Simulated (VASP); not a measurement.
# Pd in VASP: notebook

Runs on Pd. Level: LDA. Tasks: single point.

Everything below comes from runs of VASP 6.6.1. Logs are shortened: lines on timing, memory, paths and dates and some standing lists are left out, and cuts for length are marked.

## 1. The cell of the first run

The cell holds a slab with vacuum, 3 atoms: a = 2.723 Å, b = 2.723 Å, c = 16.447 Å, α = 90.00°, β = 90.00°, γ = 109.47°.

## 2. Single point, LDA

Input file INCAR:

```
ALGO = Normal ; DIPOL = 0.5 0.5 0.500
EDIFF = 1E-6 ; ENCUT = 520
GGA = CA ; IDIPOL = 3
ISIF = 2 ; ISMEAR = 1
LASPH = True ; LCHARG = False
LDIPOL = True ; LREAL = False
LWAVE = False ; NBANDS = 22
NELM = 100 ; PREC = Accurate
SIGMA = 0.02
```

Input file KPOINTS:

```
k-points
0
Gamma
  7 7 1
```

Input file POSCAR:

```
Pd
1.0
    2.7232710000      0.0000000000      0.0000000000
   -0.9077569716      2.5675245315      0.0000000000
    0.0000000000      0.0000000000     16.4470830079
Pd
3
Direct
    0.0000000000      0.0000000000      0.3648063305
    0.5000000235      0.5000000235      0.5000000000
    0.0000000470      0.0000000470      0.6351936695
```

Potentials or basis: VASP PAW LDA potentials, release 64 (Pd).

On the command line:

```console
cat potpaw_LDA.64/Pd/POTCAR > POTCAR
mpirun -np 1 vasp_std > vasp.out
```

OUTCAR:

```text
EDIFF = 1E-6
   ENCUT = 520
   GGA = CA
   ISIF = 2
   ISMEAR = 1
   LASPH = True
   LREAL = False
   NELM = 100
   PREC = Accurate

 ion  position               nearest neighbor table
   1  0.000  0.000  0.365-   2 2.72   2 2.72   2 3.14   2 3.14
   2  0.500  0.500  0.500-   1 2.72   3 2.72   3 2.72   1 2.72   3 3.14   1 3.14   1 3.14   3 3.14

   3  0.000  0.000  0.635-   2 2.72   2 2.72   2 3.14   2 3.14

  LATTYP: Found a base centered orthorhombic cell.
 ALAT       =     3.1445625144
 B/A-ratio  =     1.4142135458
 C/A-ratio  =     5.2303247057

  Lattice vectors:

 A1 = (   2.7232710000,   0.0000000000,   0.0000000000)
 A2 = (  -0.9077569716,   2.5675245315,   0.0000000000)
 A3 = (   0.0000000000,   0.0000000000,  16.4470830079)

Analysis of symmetry for initial positions (statically):
=====================================================================
 Subroutine PRICEL returns:
 Original cell was already a primitive cell.

 Routine SETGRP: Setting up the symmetry group for a
 base centered orthorhombic supercell.

 Subroutine GETGRP returns: Found  8 space group operations
 (whereof  8 operations were pure point group operations)
 out of a pool of  8 trial point group operations.

The static configuration has the point symmetry D_2h.

Analysis of symmetry for dynamics (positions and initial velocities):
=====================================================================
 Subroutine PRICEL returns:
 Original cell was already a primitive cell.

 Routine SETGRP: Setting up the symmetry group for a
 base centered orthorhombic supercell.

 Subroutine GETGRP returns: Found  8 space group operations
 (whereof  8 operations were pure point group operations)
 out of a pool of  8 trial point group operations.

The dynamic configuration has the point symmetry D_2h.

 Subroutine INISYM returns: Found  8 space group operations
 (whereof  8 operations are pure point group operations),
 and found     1 'primitive' translations

----------------------------------------------------------------------------------------

                                     Primitive cell

  volume of cell :     114.9991

  direct lattice vectors                    reciprocal lattice vectors
     2.723271000  0.000000000  0.000000000     0.367205467  0.129826733  0.000000000
    -0.907756972  2.567524532  0.000000000     0.000000000  0.389480212  0.000000000
     0.000000000  0.000000000 16.447083008     0.000000000  0.000000000  0.060801055

  length of vectors
     2.723271000  2.723271000 16.447083008     0.389480212  0.389480212  0.060801055

  position of ions in fractional coordinates (direct lattice)
     0.000000000  0.000000000  0.364806331
     0.500000024  0.500000024  0.500000000
     0.000000047  0.000000047  0.635193669

  ion indices of the primitive-cell ions
   primitive index   ion index
                 1           1
                 2           2
                 3           3

----------------------------------------------------------------------------------------

 KPOINTS: k-points

Automatic generation of k-mesh.
 Grid dimensions read from file:
 generate k-points for:    7    7    1

 Generating k-lattice:

  Cartesian coordinates                     Fractional coordinates (reciprocal lattice)
     0.052457924  0.018546676  0.000000000     0.142857143 -0.000000000  0.000000000
     0.000000000  0.055640030  0.000000000     0.000000000  0.142857143  0.000000000
     0.000000000  0.000000000  0.060801055     0.000000000  0.000000000  1.000000000

  Length of vectors
     0.055640030  0.055640030  0.060801055

  Shift w.r.t. Gamma in fractional coordinates (k-lattice)
     0.000000000  0.000000000  0.000000000

 Subroutine IBZKPT returns following result:
 ===========================================

 Found     16 irreducible k-points:

 Following reciprocal coordinates:
            Coordinates               Weight
  0.000000  0.000000  0.000000      1.000000
  0.142857  0.000000  0.000000      4.000000
  0.285714  0.000000  0.000000      4.000000
  0.428571  0.000000  0.000000      4.000000
  0.142857  0.142857  0.000000      2.000000
  0.285714  0.142857  0.000000      4.000000
[... 8 lines left out ...]
  0.428571  0.428571  0.000000      2.000000
 -0.428571  0.428571  0.000000      2.000000
   k-points           NKPTS =     16   k-points in BZ     NKDIM =     16   number of bands    NBANDS=     22
   number of dos      NEDOS =    301   number of ions     NIONS =      3
   total plane-waves  NPLWV =  50400
   dimension x,y,z NGX =    20 NGY =   20 NGZ =  126
   dimension x,y,z NGXF=    40 NGYF=   40 NGZF=  252
   ions per type =               3
   NGX,Y,Z   is equivalent  to a cutoff of  12.21, 12.21, 12.74 a.u.
   NGXF,Y,Z  is equivalent  to a cutoff of  24.42, 24.42, 25.47 a.u.
 SYSTEM =  unknown system
   PREC   = accura    normal or accurate (medium, high low for compatibility)
   ISTART =      0    job   : 0-new  1-cont  2-samecut
   ICHARG =      2    charge: 1-file 2-atom 10-const
   ISPIN  =      1    spin polarized calculation?
   LNONCOLLINEAR =      F non collinear calculations
   LSORBIT =      F    spin-orbit coupling
   LASPH  =      T    aspherical Exc in radial PAW
   ENCUT  =  520.0 eV  38.22 Ry    6.18 a.u.   5.06  5.06 30.58*2*pi/ulx,y,z
   NELM   =    100;   NELMIN=  2; NELMDL= -5     # of ELM steps
   EDIFF  = 0.1E-05   stopping-criterion for ELM
   LREAL  =      F    real-space projection
   EDIFFG = 0.1E-04   stopping-criterion for IOM
   NSW    =      0    number of steps for IOM
   IBRION =     -1    ionic relax: 0-MD 1-quasi-New 2-CG
   NFREE  =      0    steps in history (QN), initial steepest desc. (CG)
   ISIF   =      2    stress and relaxation
   ISYM   =      2    0-nonsym 1-usesym 2-fastsym
   POTIM  = 0.5000    time-step for ionic-motion
   TEBEG  =    0.0;   TEEND  =   0.0 temperature during run
   PSTRESS=    0.0 pullay stress
   NELECT =      30.0000    total number of electrons
   NUPDOWN=      -1.0000    fix difference up-down
   EMIN   =  10.00;   EMAX   =-10.00  energy-range for DOS
   EFERMI =   0.00;   METHOD = LEGACY
   ISMEAR =     1;   SIGMA  =   0.02  broadening in eV -4-tet -1-fermi 0-gaus
   EFERMI_NEDOS =   21; number of points for ismear=-14 and -15
   IALGO  =     38    algorithm
   IMIX   =      4    mixing-type and parameters
     AMIX     =   0.40;   BMIX     =  1.00
     AMIX_MAG =   1.60;   BMIX_MAG =  1.00
  volume/ion in A,a.u.               =      38.33       258.68
  Fermi-wavevector in a.u.,A,eV,Ry     =   1.046045  1.976739 14.887640  1.094211
  Thomas-Fermi vector in A             =   2.180867
   LORBIT       =      0    0 simple, 1 ext, 2 COOP (PROOUT), +10 PAW based schemes
   GGA     = CA    functional components
   LHFCALC =     F    Hartree Fock is set to
   AEXX    =    0.0000 exact exchange contribution
   IVDW    =     0    specifies the selected vdW correction
   LEPSILON=     F    determine dielectric tensor
   LRPA    =     F    only Hartree local field effects (RPA)
 non-spin polarized calculation
 Methfessel and Paxton  Order N= 1 SIGMA  =   0.02
  energy-cutoff  :      520.00
  volume of cell :      115.00
 maximum number of plane-waves:      3131
   NGX = 11   NGY = 11   NGZ = 61

 dipolmoment           0.000000      0.000000     -0.000000 electrons x Angstroem

 number of electron      30.0000013 magnetization

 dipolmoment           0.000000      0.000000      0.000000 electrons x Angstroem

 Free energy of the ion-electron system (eV)
  ---------------------------------------------------
  ext. energy  EPLUGINS =         0.00000000
  ---------------------------------------------------
  free energy    TOTEN  =       -17.41468933 eV

  energy without entropy =      -17.41457710  energy(sigma->0) =      -17.41465192

 E-fermi :   0.3570     XC(G=0):  -6.4067

 val. band max:        0.3470513074   @ k =   0.4286   0.2857   0.0000
 cond. band min:       0.3609811194   @ k =   0.4286   0.1429   0.0000
 fundamental gap:      0.0139298120
 Fermi energy:         0.3569619796

 k-point     1 :       0.0000    0.0000    0.0000
  band No.  band energies     occupation
      1      -5.7002      2.00000
      2      -4.3487      2.00000
      3      -4.2736      2.00000
      4      -3.2717      2.00000
      5      -2.8211      2.00000
      6      -2.4721      2.00000
[... 14 lines left out ...]
     21       6.5232      0.00000
     22       7.7666      0.00000

 k-point     2 :       0.1429    0.0000    0.0000
  band No.  band energies     occupation
      1      -5.1847      2.00000
      2      -3.9020      2.00000
      3      -3.8940      2.00000
      4      -3.1407      2.00000
      5      -2.6662      2.00000
      6      -2.4755      2.00000
[... 14 lines left out ...]
     21       7.0604      0.00000
     22       8.1243      0.00000

 k-point     3 :       0.2857    0.0000    0.0000
  band No.  band energies     occupation
      1      -4.2327      2.00000
      2      -3.7161      2.00000
      3      -3.5402      2.00000
      4      -2.8719      2.00000
      5      -2.8665      2.00000
      6      -2.4213      2.00000
[... 14 lines left out ...]
     21       8.6333      0.00000
     22       9.2027      0.00000
[... 276 lines left out ...]
 k-point    15 :       0.4286    0.4286    0.0000
  band No.  band energies     occupation
      1      -3.8775      2.00000
      2      -3.8007      2.00000
      3      -3.7801      2.00000
      4      -3.3010      2.00000
      5      -2.9650      2.00000
      6      -2.6049      2.00000
[... 14 lines left out ...]
     21       8.6925      0.00000
     22       9.3761      0.00000

 k-point    16 :      -0.4286    0.4286    0.0000
  band No.  band energies     occupation
      1      -4.0514      2.00000
      2      -3.9274      2.00000
      3      -3.8594      2.00000
      4      -3.4645      2.00000
      5      -2.8099      2.00000
      6      -2.6294      2.00000
[... 14 lines left out ...]
     21       9.9122      0.00000
     22      10.0947      0.00000

------------------------ aborting loop because EDIFF is reached ----------------------------------------

 vacuum level on the upper side and lower side of the slab       (xc-potential included)        -0.199        -0.199

  FORCE on cell =-STRESS in cart. coord.  units (eV):
  Direction    XX          YY          ZZ          XY          YZ          ZX
  --------------------------------------------------------------------------------------
  -------------------------------------------------------------------------------------
  Total       -5.7186202     -6.2226832     -3.4702043     -0.7128527      0.0000000      0.0000000
  in kB      -79.6723244    -86.6949746    -48.3471949     -9.9315276      0.0000000      0.0000000
  external PRESSURE =     -71.5714980 kB  Pullay stress =       0.0000000 kB

 VOLUME and BASIS-vectors are now :
 -----------------------------------------------------------------------------
  energy-cutoff  :      520.00
  volume of cell :      115.00
      direct lattice vectors                 reciprocal lattice vectors
     2.723271000  0.000000000  0.000000000     0.367205467  0.129826733  0.000000000
    -0.907756972  2.567524532  0.000000000     0.000000000  0.389480212  0.000000000
     0.000000000  0.000000000 16.447083008     0.000000000  0.000000000  0.060801055

 POSITION                                       TOTAL-FORCE (eV/Angst)
 -----------------------------------------------------------------------------------
      0.00000      0.00000      6.00000         0.000000     -0.000000      0.775631
      0.90776      1.28376      8.22354        -0.000000      0.000000     -0.000000
      0.00000      0.00000     10.44708         0.000000      0.000000     -0.775631
 -----------------------------------------------------------------------------------
    total drift:                               -0.000031     -0.000043     -0.000000

  FREE ENERGIE OF THE ION-ELECTRON SYSTEM (eV)
  ---------------------------------------------------
  free  energy   TOTEN  =       -17.4146893284 eV

  energy  without entropy=      -17.4145770969  energy(sigma->0) =      -17.41465192

 vacuum level on the upper side and lower side of the slab         5.572         5.572
```

Run time: 73 s. Hardware: 1 thread of AMD EPYC 7R43 (Zen 3), shared host; peak memory 0.15 GiB.

Results:

- Free energy: -17.4147 eV
- Largest force: 0.776 eV/Å
- Band gap on the k mesh: zero (band 15 reaches 0.75 eV, above the bottom of band 16 at -0.16 eV)

Forces on the atoms (eV/Å):
```
Pd   0.000  0.000  0.776
Pd   0.000  0.000  0.000
Pd   0.000  0.000 -0.776
```

## 3. Single point, LDA

Input file INCAR:

```
  PREC = Accurate
  ENCUT = 520
  EDIFF = 1E-6
  ISMEAR = 1
  SIGMA = 0.02
  LREAL = False
  LASPH = True
  NELM = 100
  ALGO = Normal
  ISIF = 2
  LWAVE = False
  LCHARG = False
  LDIPOL = True
  IDIPOL = 3
  DIPOL = 0.5 0.5 0.500
  NBANDS = 22
  EFIELD = -0.1
```

Input file KPOINTS:

```
regular mesh
0
Gamma
  7 7 1
```

POSCAR is that of step 2.

Potentials or basis: VASP PAW LDA potentials, release 64 (Pd).

On the command line:

```console
cat potpaw_LDA.64/Pd/POTCAR > POTCAR
mpirun -np 1 vasp_std > vasp.out
```

It took 72 s on 1 thread of AMD EPYC 7R43 (Zen 3), shared host; peak memory 0.15 GiB.

It converged, with:

| Item | Value |
| --- | --- |
| Free energy | -17.4161 eV |
| Largest force | 0.777 eV/Å |
| Band gap on the k mesh | zero (band 15 reaches 0.74 eV, above the bottom of band 16 at -0.16 eV) |

Forces on the atoms (eV/Å):
```
Pd   0.000  0.000  0.774
Pd   0.000  0.000  0.003
Pd   0.000  0.000 -0.777
```

Levels at points of the mesh, in eV from the Fermi level:
| k point | band 12 | band 13 | band 14 | band 15 | band 16 | band 17 | band 18 | band 19 |
| --- | --- | --- | --- | --- | --- | --- | --- | --- |
| (0.00, 0.00, 0.00) | -0.86 | -0.85 | -0.75 | -0.48 | -0.44 | 0.11 | 0.24 | 1.64 |

## 4. Single point, LDA

Input file INCAR:

```
SYSTEM = Pd
ALGO     = Normal         ! electronic algorithm
DIPOL    = 0.5 0.5 0.500
EDIFF    = 1E-6           ! SCF threshold, eV
EFIELD   = -0.2         
ENCUT    = 520            ! plane-wave cutoff, eV
GGA      = CA             ! functional
IDIPOL   = 3            
ISIF     = 2              ! what is computed and relaxed
ISMEAR   = 1              ! smearing method
LASPH    = .TRUE.         ! aspherical terms in the spheres
LCHARG   = .TRUE.         ! write CHGCAR
LDIPOL   = .TRUE.       
LELF     = .TRUE.         ! ELF
LREAL    = .FALSE.        ! projectors in reciprocal space
LVACPOTAV= .TRUE.       
LVHAR    = .TRUE.       
LWAVE    = .FALSE.        ! write WAVECAR
NBANDS   = 22             ! bands
NELM     = 80             ! most SCF steps
PREC     = Accurate       ! precision mode
SIGMA    = 0.02           ! smearing width, eV
```

Input file KPOINTS:

```
k-points
0
G
  7 7 1
  0 0 0
```

POSCAR is that of step 3.

On the command line:

```console
cat potpaw_LDA.64/Pd/POTCAR > POTCAR
mpirun -np 1 vasp_std > vasp.out
```

Wall time 70 s (1 thread of AMD EPYC 7R43 (Zen 3), shared host); peak memory 0.16 GiB.

The run converged. Its results:

```
Free energy            : -17.4204 eV
Largest force          : 0.778 eV/Å
Band gap on the k mesh : zero (band 15 reaches 0.74 eV, above the bottom of band 16 at -0.17 eV)
```

Forces on the atoms (eV/Å):
```
Pd   0.000  0.000  0.772
Pd   0.000  0.000  0.005
Pd   0.000  0.000 -0.778
```

Levels at points of the mesh, in eV from the Fermi level:
```tsv
k point	band 12	band 13	band 14	band 15	band 16	band 17	band 18	band 19
(0.00, 0.00, 0.00)	-0.86	-0.85	-0.75	-0.48	-0.44	0.11	0.24	1.64
```

## 5. Single point, LDA

Input file INCAR:

```
SYSTEM = Pd
ALGO = Normal
DIPOL = 0.5 0.5 0.500
EDIFF = 1E-6
EFIELD = -0.3
ENCUT = 520
GGA = CA
IDIPOL = 3
ISIF = 2
ISMEAR = 1
LASPH = .TRUE.
LCHARG = .FALSE.
LDIPOL = .TRUE.
LREAL = .FALSE.
LWAVE = .FALSE.
NBANDS = 22
NELM = 100
PREC = Accurate
SIGMA = 0.02
```

KPOINTS is that of step 4.

POSCAR is that of step 4.

On the command line:

```console
cat potpaw_LDA.64/Pd/POTCAR > POTCAR
mpirun -np 1 vasp_std > vasp.out
```

Run time: 78 s. Hardware: 1 thread of AMD EPYC 7R43 (Zen 3), shared host; peak memory 0.15 GiB.

Results (log left out):

```yaml
Free_energy: -17.4276 eV
Largest_force: 0.778 eV/Å
Band_gap_on_the_k_mesh: zero (band 15 reaches 0.74 eV, above the bottom of band 16 at -0.17 eV)
```

Forces in eV/Å, atoms in the order of the input:
```
Pd   0.000  0.000  0.770
Pd   0.000  0.000  0.008
Pd   0.000  0.000 -0.778
```

Levels at points of the mesh, in eV from the Fermi level:
```
           k point  band 12  band 13  band 14  band 15  band 16  band 17  band 18  band 19
(0.00, 0.00, 0.00)    -0.86    -0.85    -0.75    -0.48    -0.44     0.11     0.24     1.64
```

## 6. Overview

| electric field (eV/Å) | gap on the mesh (eV) | largest force (eV/Å) |
| --- | --- | --- |
| - | none | 0.78 |
| 0.1 | none | 0.78 |
| 0.2 | none | 0.78 |
| 0.3 | none | 0.78 |

Alike in all rows: task single point; level LDA; potentials or basis VASP PAW LDA potentials, release 64 (Pd); no spin polarisation; cell as given; k mesh 7 × 7 × 1; cutoff (eV) 520; smearing methfessel-paxton 0.02 eV.

Every run on the cell as given and a fine mesh finds a metal.

Absolute energies hang on the potentials; compare differences alone.
